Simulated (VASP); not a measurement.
# Te (P6/mmm) in VASP: further runs

The runs below take Te through single point, with PBE.

Everything below comes from runs of VASP 6.6.1. Logs are shortened: lines on timing, memory, paths and dates and some standing lists are left out, and cuts for length are marked.

## 1. The cell of the first run

The structure is hexagonal, space group P6/mmm (No. 191). Conventional cell: a = 8.623 Å, b = 8.623 Å, c = 3.268 Å, α = 90.00°, β = 90.00°, γ = 120.00°. Te (site symmetry mm2) has 6 Te at 3.09 to 3.27 Å within 4.1 Å.

The cell was generated, and may not be a known phase.

## 2. Single point, PBE

File INCAR:

```
SYSTEM = Te
  PREC = Accurate
  ENCUT = 520
  EDIFF = 1E-7
  ISMEAR = 0
  SIGMA = 0.1
  LREAL = .False.
  LASPH = .True.
  NELM = 80
  ALGO = Normal
  ISIF = 2
  LWAVE = .False.
  LCHARG = .False.
  GGA = PE
  NBANDS = 27
```

File KPOINTS:

```
Automatic mesh
0
Gamma
  3 3 4
  0 0 0
```

File POSCAR:

```
Te
1.0
    8.6234563832      0.0000000000      0.0000000000
   -4.3117281916      7.4681322963      0.0000000000
    0.0000000000      0.0000000000      3.2681234742
Te
6
Direct
    0.2068978667      0.4137957334      0.0000000000
    0.5862042666      0.7931021333      0.0000000000
    0.2068978667      0.7931021333      0.0000000000
    0.7931021333      0.5862042666      0.0000000000
    0.4137957334      0.2068978667      0.0000000000
    0.7931021333      0.2068978667      0.0000000000
```

Potentials or basis: VASP PAW PBE potentials, release 64 (Te).

On the command line:

```
cat potpaw_PBE.64/Te/POTCAR > POTCAR
mpirun -np 1 vasp_std > vasp.out
```

OUTCAR:

```text
SYSTEM = Te
   PREC = Accurate
   ENCUT = 520
   EDIFF = 1E-7
   ISMEAR = 0
   LREAL = .False.
   LASPH = .True.
   NELM = 80
   ISIF = 2
   GGA = PE

 ion  position               nearest neighbor table
   1  0.207  0.414  0.000-   6 3.09   5 3.09   2 3.27   3 3.27
   2  0.586  0.793  0.000-   4 3.09   6 3.09   3 3.27   1 3.27
   3  0.207  0.793  0.000-   4 3.09   5 3.09   2 3.27   1 3.27
   4  0.793  0.586  0.000-   3 3.09   2 3.09   5 3.27   6 3.27
   5  0.414  0.207  0.000-   1 3.09   3 3.09   6 3.27   4 3.27
   6  0.793  0.207  0.000-   1 3.09   2 3.09   5 3.27   4 3.27

  LATTYP: Found a hexagonal cell.
 ALAT       =     8.6234563832
 C/A-ratio  =     0.3789806928

  Lattice vectors:

 A1 = (   8.6234563832,   0.0000000000,   0.0000000000)
 A2 = (  -4.3117281916,   7.4681322963,   0.0000000000)
 A3 = (   0.0000000000,   0.0000000000,   3.2681234742)

Analysis of symmetry for initial positions (statically):
=====================================================================
 Subroutine PRICEL returns:
 Original cell was already a primitive cell.

 Routine SETGRP: Setting up the symmetry group for a
 hexagonal supercell.

 Subroutine GETGRP returns: Found 24 space group operations
 (whereof 24 operations were pure point group operations)
 out of a pool of 24 trial point group operations.

The static configuration has the point symmetry D_6h.

Analysis of symmetry for dynamics (positions and initial velocities):
=====================================================================
 Subroutine PRICEL returns:
 Original cell was already a primitive cell.

 Routine SETGRP: Setting up the symmetry group for a
 hexagonal supercell.

 Subroutine GETGRP returns: Found 24 space group operations
 (whereof 24 operations were pure point group operations)
 out of a pool of 24 trial point group operations.

The dynamic configuration has the point symmetry D_6h.

 Subroutine INISYM returns: Found 24 space group operations
 (whereof 24 operations are pure point group operations),
 and found     1 'primitive' translations

----------------------------------------------------------------------------------------

                                     Primitive cell

  volume of cell :     210.4708

  direct lattice vectors                    reciprocal lattice vectors
     8.623456383  0.000000000  0.000000000     0.115962783  0.066951144  0.000000000
    -4.311728192  7.468132296  0.000000000     0.000000000  0.133902288  0.000000000
     0.000000000  0.000000000  3.268123474     0.000000000  0.000000000  0.305985991

  length of vectors
     8.623456383  8.623456383  3.268123474     0.133902288  0.133902288  0.305985991

  position of ions in fractional coordinates (direct lattice)
     0.206897867  0.413795733  0.000000000
     0.586204267  0.793102133  0.000000000
     0.206897867  0.793102133  0.000000000
     0.793102133  0.586204267  0.000000000
     0.413795733  0.206897867  0.000000000
     0.793102133  0.206897867  0.000000000

  ion indices of the primitive-cell ions
   primitive index   ion index
                 1           1
                 2           2
                 3           3
                 4           4
                 5           5
                 6           6

----------------------------------------------------------------------------------------

 KPOINTS: Automatic mesh

Automatic generation of k-mesh.
 Grid dimensions read from file:
 generate k-points for:    3    3    4

 Generating k-lattice:

  Cartesian coordinates                     Fractional coordinates (reciprocal lattice)
     0.038654261  0.022317048  0.000000000     0.333333333  0.000000000  0.000000000
     0.000000000  0.044634096  0.000000000     0.000000000  0.333333333  0.000000000
     0.000000000  0.000000000  0.076496498     0.000000000  0.000000000  0.250000000

  Length of vectors
     0.044634096  0.044634096  0.076496498

  Shift w.r.t. Gamma in fractional coordinates (k-lattice)
     0.000000000  0.000000000  0.000000000

 Subroutine IBZKPT returns following result:
 ===========================================

 Found      9 irreducible k-points:

 Following reciprocal coordinates:
            Coordinates               Weight
  0.000000  0.000000  0.000000      1.000000
  0.333333  0.000000  0.000000      6.000000
  0.333333  0.333333  0.000000      2.000000
  0.000000  0.000000  0.250000      2.000000
  0.333333  0.000000  0.250000     12.000000
  0.333333  0.333333  0.250000      4.000000
  0.000000  0.000000  0.500000      1.000000
  0.333333  0.000000  0.500000      6.000000
  0.333333  0.333333  0.500000      2.000000
   k-points           NKPTS =      9   k-points in BZ     NKDIM =      9   number of bands    NBANDS=     27
   number of dos      NEDOS =    301   number of ions     NIONS =      6
   total plane-waves  NPLWV =  98304
   dimension x,y,z NGX =    64 NGY =   64 NGZ =   24
   dimension x,y,z NGXF=   128 NGYF=  128 NGZF=   48
   ions per type =               6
   NGX,Y,Z   is equivalent  to a cutoff of  12.34, 12.34, 12.21 a.u.
   NGXF,Y,Z  is equivalent  to a cutoff of  24.68, 24.68, 24.42 a.u.
 SYSTEM =  Te
   PREC   = accura    normal or accurate (medium, high low for compatibility)
   ISTART =      0    job   : 0-new  1-cont  2-samecut
   ICHARG =      2    charge: 1-file 2-atom 10-const
   ISPIN  =      1    spin polarized calculation?
   LNONCOLLINEAR =      F non collinear calculations
   LSORBIT =      F    spin-orbit coupling
   LASPH  =      T    aspherical Exc in radial PAW
   ENCUT  =  520.0 eV  38.22 Ry    6.18 a.u.  16.03 16.03  6.08*2*pi/ulx,y,z
   NELM   =     80;   NELMIN=  2; NELMDL= -5     # of ELM steps
   EDIFF  = 0.1E-06   stopping-criterion for ELM
   LREAL  =      F    real-space projection
   EDIFFG = 0.1E-05   stopping-criterion for IOM
   NSW    =      0    number of steps for IOM
   IBRION =     -1    ionic relax: 0-MD 1-quasi-New 2-CG
   NFREE  =      0    steps in history (QN), initial steepest desc. (CG)
   ISIF   =      2    stress and relaxation
   ISYM   =      2    0-nonsym 1-usesym 2-fastsym
   POTIM  = 0.5000    time-step for ionic-motion
   TEBEG  =    0.0;   TEEND  =   0.0 temperature during run
   PSTRESS=    0.0 pullay stress
   NELECT =      36.0000    total number of electrons
   NUPDOWN=      -1.0000    fix difference up-down
   EMIN   =  10.00;   EMAX   =-10.00  energy-range for DOS
   EFERMI =   0.00;   METHOD = LEGACY
   ISMEAR =     0;   SIGMA  =   0.10  broadening in eV -4-tet -1-fermi 0-gaus
   EFERMI_NEDOS =   21; number of points for ismear=-14 and -15
   IALGO  =     38    algorithm
   IMIX   =      4    mixing-type and parameters
     AMIX     =   0.40;   BMIX     =  1.00
     AMIX_MAG =   1.60;   BMIX_MAG =  1.00
  volume/ion in A,a.u.               =      35.08       236.72
  Fermi-wavevector in a.u.,A,eV,Ry     =   0.908751  1.717291 11.236085  0.825829
  Thomas-Fermi vector in A             =   2.032715
   LORBIT       =      0    0 simple, 1 ext, 2 COOP (PROOUT), +10 PAW based schemes
   GGA     = PE    functional components
   LHFCALC =     F    Hartree Fock is set to
   AEXX    =    0.0000 exact exchange contribution
   IVDW    =     0    specifies the selected vdW correction
   LEPSILON=     F    determine dielectric tensor
   LRPA    =     F    only Hartree local field effects (RPA)
 non-spin polarized calculation
 Gauss-broadening in eV      SIGMA  =   0.10
  energy-cutoff  :      520.00
  volume of cell :      210.47
 maximum number of plane-waves:      5682
   NGX = 33   NGY = 33   NGZ = 13

 number of electron      36.0000000 magnetization

 Free energy of the ion-electron system (eV)
  ---------------------------------------------------
  ext. energy  EPLUGINS =         0.00000000
  ---------------------------------------------------
  free energy    TOTEN  =       -18.30614128 eV

  energy without entropy =      -18.26119474  energy(sigma->0) =      -18.28366801

 E-fermi :   5.4239     XC(G=0):  -8.8592

 val. band max:        5.4205984835   @ k =   0.3333   0.0000   0.2500
 cond. band min:       5.4297737366   @ k =   0.0000   0.0000   0.2500
 fundamental gap:      0.0091752531
 Fermi energy:         5.4239105603

 k-point     1 :       0.0000    0.0000    0.0000
  band No.  band energies     occupation
      1      -7.8326      2.00000
      2      -6.3591      2.00000
      3      -6.3591      2.00000
      4      -6.0627      2.00000
      5      -5.5668      2.00000
      6      -5.5668      2.00000
[... 19 lines left out ...]
     26      10.8128      0.00000
     27      11.5699      0.00000

 k-point     2 :       0.3333    0.0000    0.0000
  band No.  band energies     occupation
      1      -7.6096      2.00000
      2      -6.9186      2.00000
      3      -6.4736      2.00000
      4      -6.2387      2.00000
      5      -5.3648      2.00000
      6      -4.9136      2.00000
[... 19 lines left out ...]
     26      11.3675      0.00000
     27      11.8539      0.00000

 k-point     3 :       0.3333    0.3333    0.0000
  band No.  band energies     occupation
      1      -7.2398      2.00000
      2      -7.2398      2.00000
      3      -6.9204      2.00000
      4      -5.6885      2.00000
      5      -5.6885      2.00000
      6      -4.6166      2.00000
[... 19 lines left out ...]
     26      11.2163      0.00000
     27      11.2578      0.00000

 k-point     4 :       0.0000    0.0000    0.2500
  band No.  band energies     occupation
      1      -7.2227      2.00000
      2      -5.7447      2.00000
      3      -5.7447      2.00000
      4      -5.4438      2.00000
      5      -4.9457      2.00000
      6      -4.9457      2.00000
[... 19 lines left out ...]
     26      10.6948      0.00000
     27      11.7236      0.00000
[... 66 lines left out ...]
      4      -4.5581      2.00000
      5      -4.0538      2.00000
      6      -4.0538      2.00000
[... 19 lines left out ...]
     26       9.5720      0.00000
     27       9.7948      0.00000

 k-point     8 :       0.3333    0.0000    0.5000
  band No.  band energies     occupation
      1      -6.1354      2.00000
      2      -5.4369      2.00000
      3      -4.9865      2.00000
      4      -4.7422      2.00000
      5      -3.8422      2.00000
      6      -3.3693      2.00000
[... 19 lines left out ...]
     26       8.7036      0.00000
     27       9.1993      0.00000

 k-point     9 :       0.3333    0.3333    0.5000
  band No.  band energies     occupation
      1      -5.7612      2.00000
      2      -5.7612      2.00000
      3      -5.4416      2.00000
      4      -4.1775      2.00000
      5      -4.1775      2.00000
      6      -3.0528      2.00000
[... 19 lines left out ...]
     26       9.3657      0.00000
     27       9.3657      0.00000

------------------------ aborting loop because EDIFF is reached ----------------------------------------

  FORCE on cell =-STRESS in cart. coord.  units (eV):
  Direction    XX          YY          ZZ          XY          YZ          ZX
  --------------------------------------------------------------------------------------
  -------------------------------------------------------------------------------------
  Total        0.0312590      0.0312590     -0.0039903      0.0000000      0.0000000      0.0000000
  in kB        0.2379546      0.2379546     -0.0303755      0.0000000      0.0000000      0.0000000
  external PRESSURE =       0.1485113 kB  Pullay stress =       0.0000000 kB

 VOLUME and BASIS-vectors are now :
 -----------------------------------------------------------------------------
  energy-cutoff  :      520.00
  volume of cell :      210.47
      direct lattice vectors                 reciprocal lattice vectors
     8.623456383  0.000000000  0.000000000     0.115962783  0.066951144  0.000000000
    -4.311728192  7.468132296  0.000000000     0.000000000  0.133902288  0.000000000
     0.000000000  0.000000000  3.268123474     0.000000000  0.000000000  0.305985991

 POSITION                                       TOTAL-FORCE (eV/Angst)
 -----------------------------------------------------------------------------------
     -0.00000      3.09028      0.00000        -0.000000      0.009233     -0.000000
      1.63547      5.92299      0.00000        -0.007996     -0.004616      0.000000
     -1.63547      5.92299      0.00000         0.007996     -0.004616      0.000000
      4.31173      4.37785      0.00000        -0.000000     -0.009233      0.000000
      2.67626      1.54514      0.00000         0.007996      0.004616     -0.000000
      5.94719      1.54514      0.00000        -0.007996      0.004616     -0.000000
 -----------------------------------------------------------------------------------
    total drift:                                0.000000      0.000000     -0.000000

  FREE ENERGIE OF THE ION-ELECTRON SYSTEM (eV)
  ---------------------------------------------------
  free  energy   TOTEN  =       -18.3061412788 eV

  energy  without entropy=      -18.2611947436  energy(sigma->0) =      -18.28366801
```

Wall time 31 s (1 thread of AMD EPYC 9R45 (Zen 5), shared host); peak memory 0.26 GiB.

Results:

```yaml
Free_energy: -18.3061 eV
Pressure: 0.0 GPa
Largest_force: 0.009 eV/Å
Band_gap_on_the_k_mesh: zero (bands 18 and 19 overlap by 2.49 eV)
```

Forces in eV/Å, atoms in the order of the input:
```
Te   0.000  0.009  0.000
Te  -0.008 -0.005  0.000
Te   0.008 -0.005  0.000
Te   0.000 -0.009  0.000
Te   0.008  0.005  0.000
Te  -0.008  0.005  0.000
```

Caveat: the k points lie up to 0.48 Å⁻¹ apart, too coarse for converged energies and pressures of a metal; spin-orbit coupling is left out, which moves the levels of the heavy elements.

## 3. Single point, PBE

This run uses another cell than the first one, of 38.14 Å³/atom.

File INCAR:

```
SYSTEM = Te
  ALGO = Normal
  EDIFF = 1E-6
  ENCUT = 520
  GGA = PE
  ISIF = 2
  ISMEAR = 0
  LASPH = .True.
  LCHARG = .False.
  LREAL = .False.
  LWAVE = .False.
  NBANDS = 27
  NELM = 60
  PREC = Accurate
  SIGMA = 0.1
```

File KPOINTS:

```
k-points
0
Gamma
  3 3 4
  0 0 0
```

File POSCAR:

```
Te
1.0
    7.0859268600      0.0000000000      0.0000000000
   -3.5429634300      6.1365926700      0.0000000000
    0.0000000000      0.0000000000      5.2627629900
Te
6
Direct
    0.2075318500      0.4150637100      0.0000000000
    0.5849362900      0.7924681500      0.0000000000
    0.2075318500      0.7924681500      0.0000000000
    0.7924681500      0.5849362900      0.0000000000
    0.4150637100      0.2075318500      0.0000000000
    0.7924681500      0.2075318500      0.0000000000
```

Potentials or basis: VASP PAW PBE potentials, release 64 (Te).

On the command line:

```
cat potpaw_PBE.64/Te/POTCAR > POTCAR
mpirun -np 1 vasp_std > vasp.out
```

Run time: 34 s. Hardware: 1 thread of AMD EPYC 9R45 (Zen 5), shared host; peak memory 0.31 GiB.

Results (log left out):

* Free energy: -9.4344 eV
* Pressure: 28.5 GPa
* Largest force: 1.548 eV/Å
* Band gap on the k mesh: zero (bands 18 and 19 overlap by 1.18 eV)

Forces on the atoms (eV/Å):
```
Te   0.000 -1.548  0.000
Te   1.341  0.774  0.000
Te  -1.341  0.774  0.000
Te   0.000  1.548  0.000
Te  -1.341 -0.774  0.000
Te   1.341 -0.774  0.000
```

Stress tensor (GPa, compression positive):
```
42.94  0.00  0.00
 0.00 42.94  0.00
 0.00  0.00 -0.28
```

Levels at points of the mesh, in eV from the Fermi level:
```tsv
k point	band 15	band 16	band 17	band 18	band 19	band 20	band 21	band 22
(0.00, 0.00, 0.00)	-2.30	-2.20	-1.18	-1.18	-0.05	0.78	0.78	1.58
(0.00, 0.00, 0.50)	-2.50	-2.50	-1.62	-1.62	-0.02	0.80	0.80	2.46
```

Caveat: the stress differs along the axes, from -0 to 43 GPa; spin-orbit coupling is left out, which moves the levels of the heavy elements; this functional lacks dispersion, which binds layers or chains, so the pressure and a relaxed spacing across them are unreliable; forces of over 1 eV/Å act on the atoms, so gaps and moduli don't describe the material at rest.

## 4. Single point, PBE

This run uses another cell than the first one, of 34.99 Å³/atom.

File INCAR:

```
SYSTEM = Te
ALGO = Normal ; EDIFF = 1E-7
ENCUT = 520 ; GGA = PE
ISIF = 2 ; ISMEAR = 0
LASPH = .TRUE. ; LCHARG = .FALSE.
LREAL = .FALSE. ; LWAVE = .FALSE.
NBANDS = 27 ; NELM = 100
PREC = Accurate ; SIGMA = 0.1
```

File KPOINTS:

```
k-points
0
G
  3 3 6
  0 0 0
```

File POSCAR:

```
Te
1.0
    8.5726322633      0.0000000000      0.0000000000
   -4.2863161316      7.4241173173      0.0000000000
    0.0000000000      0.0000000000      3.2989795570
Te
6
Direct
    0.2082561227      0.4165122454      0.0000000000
    0.5834877546      0.7917438773      0.0000000000
    0.2082561227      0.7917438773      0.0000000000
    0.7917438773      0.5834877546      0.0000000000
    0.4165122454      0.2082561227      0.0000000000
    0.7917438773      0.2082561227      0.0000000000
```

On the command line:

```
cat potpaw_PBE.64/Te/POTCAR > POTCAR
mpirun -np 1 vasp_std > vasp.out
```

It took 44 s on 1 thread of AMD EPYC 9R45 (Zen 5), shared host; peak memory 0.29 GiB.

It converged, with:

| Item | Value |
| --- | --- |
| Free energy | -17.9043 eV |
| Pressure | 0.0 GPa |
| Band gap on the k mesh | zero (bands 18 and 19 overlap by 3.00 eV) |

Stress tensor (GPa, compression positive):
```
 0.03  0.00  0.00
 0.00  0.03  0.00
 0.00  0.00 -0.19
```

Levels at points of the mesh, in eV from the Fermi level:
| k point | band 16 | band 17 | band 18 | band 19 | band 20 | band 21 |
| --- | --- | --- | --- | --- | --- | --- |
| (0.00, 0.00, 0.00) | 0.60 | 0.82 | 0.82 | 1.90 | 1.90 | 2.06 |
| (0.00, 0.00, 0.50) | -2.53 | -2.00 | -2.00 | -1.18 | 0.57 | 0.57 |

Caveat: spin-orbit coupling is left out, which moves the levels of the heavy elements.

## 5. Overview

```tsv
cell	k mesh	gap on the mesh (eV)	pressure (GPa)	largest force (eV/Å)
a = 8.623, b = 8.623, c = 3.268 Å, angles 90.0, 90.0, 120.0°, 6 atoms, atomic positions A	3 × 3 × 4	none	0.0	0.01
a = 7.086, b = 7.086, c = 5.263 Å, angles 90.0, 90.0, 120.0°, 6 atoms, atomic positions B	3 × 3 × 4	none	28.5	1.55
a = 8.573, b = 8.573, c = 3.299 Å, angles 90.0, 90.0, 120.0°, 6 atoms, atomic positions C	3 × 3 × 6	none	0.0	-
```

Alike in all rows: task single point; level PBE; potentials or basis VASP PAW PBE potentials, release 64 (Te); no spin polarisation; cutoff (eV) 520; smearing gaussian 0.1 eV.

Caveats: some runs use coarse meshes; spin-orbit coupling is left out, which moves the levels of the heavy elements; the stress differs along the axes, from -0 to 43 GPa (at least some runs); this functional lacks dispersion, which binds layers or chains, so the pressure and a relaxed spacing across them are unreliable (at least some runs); forces of over 1 eV/Å act on the atoms, so gaps and moduli don't describe the material at rest (at least some runs).

Absolute energies hang on the potentials; compare differences alone.

The gap in the log of VASP goes by the Fermi energy; the results here count the filled bands.